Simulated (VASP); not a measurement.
Runs of VASP 6.6.1 on AlN. The structure is that of space group F-43m (No. 216), or close to it. The cells are those of the table. 

```tsv
cell	gap on the mesh (eV)	pressure (GPa)	largest force (eV/Å)
a = 3.098, b = 3.090, c = 3.090 Å, angles 59.8, 59.9, 59.9°, 2 atoms	3.92	-0.4	(a)
a = 3.094, b = 3.090, c = 3.090 Å, angles 59.9°, 2 atoms	3.93	-0.4	0.02
a = 3.109, b = 3.090, c = 3.090 Å, angles 59.6, 59.8, 59.8°, 2 atoms	3.90	-0.4	(b)
a = 3.074, b = 3.090, c = 3.090 Å, angles 60.3, 60.2, 60.2°, 2 atoms	3.90	-0.4	0.09
a = 3.113, b = 3.090, c = 3.090 Å, angles 59.5, 59.8, 59.8°, 2 atoms	3.89	-0.3	0.13
a = 3.059, b = 3.090, c = 3.090 Å, angles 60.7, 60.3, 60.3°, 2 atoms	3.87	-0.3	0.17
a = 3.117, b = 3.090, c = 3.090 Å, angles 59.4, 59.7, 59.7°, 2 atoms	3.88	-0.3	0.15
a = 3.102, b = 3.090, c = 3.090 Å, angles 59.8, 59.9, 59.9°, 2 atoms	3.91	-0.4	0.07
```

Alike in all rows: task single point; level r2SCAN; potentials or basis VASP PAW PBE potentials, release 64 (Al, N); no spin polarisation; k mesh 10 × 10 × 10; cutoff (eV) 520; smearing gaussian 0.05 eV.

Q: Estimate the missing entries.

A: (a) 0.04; (b) 0.11.

Caveats: the PAW data sets were made with another functional, which shifts forces and pressure a little.

A k mesh can miss the band edges.
